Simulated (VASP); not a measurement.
# TaN (P-6m2) in VASP: a series of runs, part 2 of 2

VASP 6.6.1.

### 3 Relaxation of cell and atoms, PBEsol

This run uses another cell than the first one, of 10.92 Å³/atom, 1.028 times its volume.

File INCAR:

```
PREC = Accurate
ENCUT = 600
EDIFF = 1E-6
ISMEAR = 0
SIGMA = 0.1
LREAL = F
LASPH = T
NELM = 60
ALGO = Normal
ISIF = 3
LWAVE = F
LCHARG = F
GGA = PS
IBRION = 2
NSW = 70
EDIFFG = -0.005
```

File KPOINTS:

```
regular mesh
0
Gamma
  18 18 14
```

File POSCAR:

```
TaN
1.0
    2.9501846714      0.0000000000      0.0000000000
   -1.4750923357      2.5549348713      0.0000000000
    0.0000000000      0.0000000000      2.8977715837
Ta N
1 1
Direct
    0.3333333333      0.6666666667      0.5000000000
    0.0000000000      0.0000000000      0.0000000000
```

Potentials or basis: VASP PAW PBE potentials, release 64 (Ta_pv, N).

Run with:

```console
$ cat potpaw_PBE.64/Ta_pv/POTCAR potpaw_PBE.64/N/POTCAR > POTCAR
$ mpirun -np 1 vasp_std > vasp.out
```

OUTCAR:

```text
PREC = Accurate
   ENCUT = 600
   EDIFF = 1E-6
   ISMEAR = 0
   LREAL = F
   LASPH = T
   NELM = 60
   ISIF = 3
   GGA = PS
   IBRION = 2
   NSW = 70
   EDIFFG = -0.005

 ion  position               nearest neighbor table
   1  0.333  0.667  0.500-   2 2.24   2 2.24   2 2.24   2 2.24   2 2.24   2 2.24
   2  0.000  0.000  0.000-   1 2.24   1 2.24   1 2.24   1 2.24   1 2.24   1 2.24

  LATTYP: Found a hexagonal cell.
 ALAT       =     2.9501846714
 C/A-ratio  =     0.9822339638

  Lattice vectors:

 A1 = (   2.9501846714,   0.0000000000,   0.0000000000)
 A2 = (  -1.4750923357,   2.5549348713,   0.0000000000)
 A3 = (   0.0000000000,   0.0000000000,   2.8977715837)

Analysis of symmetry for initial positions (statically):
=====================================================================
 Subroutine PRICEL returns:
 Original cell was already a primitive cell.

 Routine SETGRP: Setting up the symmetry group for a
 hexagonal supercell.

 Subroutine GETGRP returns: Found 12 space group operations
 (whereof 12 operations were pure point group operations)
 out of a pool of 24 trial point group operations.

The static configuration has the point symmetry D_3h.

Analysis of symmetry for dynamics (positions and initial velocities):
=====================================================================
 Subroutine PRICEL returns:
 Original cell was already a primitive cell.

 Routine SETGRP: Setting up the symmetry group for a
 hexagonal supercell.

 Subroutine GETGRP returns: Found 12 space group operations
 (whereof 12 operations were pure point group operations)
 out of a pool of 24 trial point group operations.

The dynamic configuration has the point symmetry D_3h.

 Subroutine INISYM returns: Found 12 space group operations
 (whereof 12 operations are pure point group operations),
 and found     1 'primitive' translations

[... 148 lines left out ...]
  FORCE on cell =-STRESS in cart. coord.  units (eV):
  Direction    XX          YY          ZZ          XY          YZ          ZX
  --------------------------------------------------------------------------------------
  -------------------------------------------------------------------------------------
  Total       -1.1372357     -1.1372357     -1.2989778     -0.0000000     -0.0000000      0.0000000
  in kB      -83.4195554    -83.4195554    -95.2838156     -0.0000000     -0.0000000      0.0000000
  external PRESSURE =     -87.3743088 kB  Pullay stress =       0.0000000 kB
[... 89 lines left out ...]
  FREE ENERGIE OF THE ION-ELECTRON SYSTEM (eV)
  ---------------------------------------------------
  free  energy   TOTEN  =       -23.8089655209 eV

  energy  without entropy=      -23.8087122811  energy(sigma->0) =      -23.80883890

[... ionic steps 4 to 7 ...]

--------------------------------------- Ionic step        8  -------------------------------------------

 number of electron      16.0000000 magnetization

------------------------ aborting loop because EDIFF is reached ----------------------------------------
[... 67 lines left out ...]
--------------------------------------- Ionic step       10  -------------------------------------------

 number of electron      16.0000000 magnetization

 Free energy of the ion-electron system (eV)
  ---------------------------------------------------
  ext. energy  EPLUGINS =         0.00000000
  ---------------------------------------------------
  free energy    TOTEN  =       -23.80899626 eV

  energy without entropy =      -23.80874375  energy(sigma->0) =      -23.80887000

 E-fermi :   8.1884     XC(G=0): -13.5704

 val. band max:        8.1472627030   @ k =   0.0000   0.0000   0.4286
 cond. band min:       8.2193762801   @ k =   0.0556   0.0000   0.5000
 fundamental gap:      0.0721135772
 Fermi energy:         8.1884188392

 k-point     1 :       0.0000    0.0000    0.0000
  band No.  band energies     occupation
      1     -26.5293      2.00000
      2     -26.2548      2.00000
      3     -26.2548      2.00000
      4      -9.6102      2.00000
      5       3.6065      2.00000
      6       3.6065      2.00000
      7       3.9332      2.00000
      8       5.2896      2.00000
      9      10.5281      0.00000
     10      11.8666      0.00000
     11      11.8666      0.00000
     12      12.2633      0.00000
[... 331 lines left out ...]
 k-point    24 :       0.3889    0.1111    0.0000
  band No.  band energies     occupation
      1     -27.2753      2.00000
      2     -26.5748      2.00000
      3     -26.3773      2.00000
      4      -7.2203      2.00000
      5       0.0441      2.00000
      6       3.0171      2.00000
      7       3.9144      2.00000
      8       5.9044      2.00000
      9      10.5311      0.00000
     10      11.3358      0.00000
     11      12.8676      0.00000
     12      14.3508      0.00000

 [... further k-points ...]

------------------------ aborting loop because EDIFF is reached ----------------------------------------

  FORCE on cell =-STRESS in cart. coord.  units (eV):
  Direction    XX          YY          ZZ          XY          YZ          ZX
  --------------------------------------------------------------------------------------
  -------------------------------------------------------------------------------------
  Total        0.0021080      0.0021080      0.0022464      0.0000000      0.0000000     -0.0000000
  in kB        0.1585854      0.1585854      0.1689998      0.0000000      0.0000000     -0.0000000
  external PRESSURE =       0.1620569 kB  Pullay stress =       0.0000000 kB
[... 17 lines left out ...]
  FREE ENERGIE OF THE ION-ELECTRON SYSTEM (eV)
  ---------------------------------------------------
  free  energy   TOTEN  =       -23.8089962628 eV

  energy  without entropy=      -23.8087437456  energy(sigma->0) =      -23.80887000

 reached required accuracy - stopping structural energy minimisation
```

OSZICAR:

```text
N       E                     dE             d eps       ncg     rms          rms(c)
DAV:   1     0.946495742558E+02    0.94650E+02   -0.10047E+04  7104   0.157E+03
DAV:   2    -0.219414351232E+02   -0.11659E+03   -0.11009E+03  8096   0.367E+02
DAV:   3    -0.260928238699E+02   -0.41514E+01   -0.40808E+01  8912   0.645E+01
[... 63 lines left out ...]
       N       E                     dE             d eps       ncg     rms          rms(c)
DAV:   1    -0.238090011332E+02   -0.72449E-05   -0.19512E-04  7132   0.169E-01    0.218E-02
DAV:   2    -0.238089975254E+02    0.36078E-05   -0.61223E-06  7708   0.273E-02    0.939E-03
DAV:   3    -0.238089963034E+02    0.12219E-05   -0.31745E-06  7640   0.196E-02    0.215E-03
DAV:   4    -0.238089962628E+02    0.40594E-07   -0.54062E-08  3560   0.258E-03
  10 F= -.23808996E+02 E0= -.23808870E+02  d E =-.163636E-05
```

It took 3.9 min on 1 thread of Intel Xeon Platinum 8259CL at 2.50GHz (Skylake/Cascade Lake), shared host; peak memory 0.24 GiB.

Results:

```yaml
Free_energy: -23.8090 eV
Relaxed_volume: 10.65 Å³/atom
Relaxed_cell: a = 2.926 Å, b = 2.926 Å, c = 2.873 Å, α = 90.00°, β = 90.00°, γ = 120.00°
Space_group_after_relaxing_to_0.05_Å: P-6m2 (No. 187)
Energy_gained_by_relaxing: 7.6 meV/atom
Ionic_steps: 10
Pressure_after_relaxing: 0.0 GPa
Band_gap_on_the_k_mesh: zero (band 8 reaches 8.45 eV, above the bottom of band 9 at 8.11 eV)
```

The path:
```
step  energy change (eV)  largest force (eV/Å)  pressure (GPa)  volume (Å³)
   1              0.0000                0.0000           -8.74        21.84
   2              0.0848                0.0000           26.15        20.01
   3             -0.0152                0.0000           -0.25        21.31
   4             -0.0152                0.0000           -0.03        21.30
   5             -0.0152                0.0000            0.15        21.29
   6             -0.0152                0.0000           -0.35        21.32
   7             -0.0152                0.0000           -0.06        21.30
   8             -0.0152                0.0000           -0.07        21.30
   9             -0.0152                0.0000            0.08        21.29
  10             -0.0152                0.0000            0.02        21.30
```

Final structure:
```
Ta N
1.0
     2.92570    0.00000    0.00000
    -1.46285    2.53373    0.00000
     0.00000    0.00000    2.87291
Ta N
1 1
Direct
  0.33333 0.66667 0.50000
  0.00000 0.00000 0.00000
```

Caveat: the PAW data sets were made with another functional, which shifts forces and pressure a little; spin-orbit coupling is left out, which moves the levels of the heavy elements.
